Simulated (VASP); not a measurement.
Runs of VASP 6.6.1 on TiB2. The structure is that of space group P6/mmm (No. 191), or close to it. The cells are those of the table. 

```csv
task,cell,k mesh,cutoff (eV),gap on the mesh (eV),pressure (GPa)
single point,"a = 3.214, b = 3.214, c = 3.107 Å, angles 90.0, 90.0, 120.0°, 3 atoms",15 × 15 × 14,520,none,-19.4
single point,"a = 3.214, b = 3.214, c = 3.143 Å, angles 90.0, 90.0, 120.0°, 3 atoms",15 × 15 × 14,520,none,-21.2
single point,"a = 3.032, b = 3.032, c = 3.224 Å, angles 90.0, 90.0, 120.0°, 3 atoms",18 × 18 × 14,520,none,0.2
relaxation of cell and atoms,"relaxed from a = 3.026, b = 3.026, c = 3.229 Å, angles 90.0, 90.0, 120.0°, 3 atoms",15 × 15 × 14,600,none,0.0
single point,"a = 3.026, b = 3.026, c = 3.229 Å, angles 90.0, 90.0, 120.0°, 3 atoms",6 × 6 × 6,500,none,(a)
```

Alike in all rows: level PBE; potentials or basis VASP PAW PBE potentials, release 64 (Ti_sv, B); no spin polarisation; smearing gaussian 0.1 eV.

Q: Fill in the values left out.

A: (a) 1.3.

Caveats: some runs use coarse meshes.

A gap of «none» marks levels without a gap at the run's occupations.
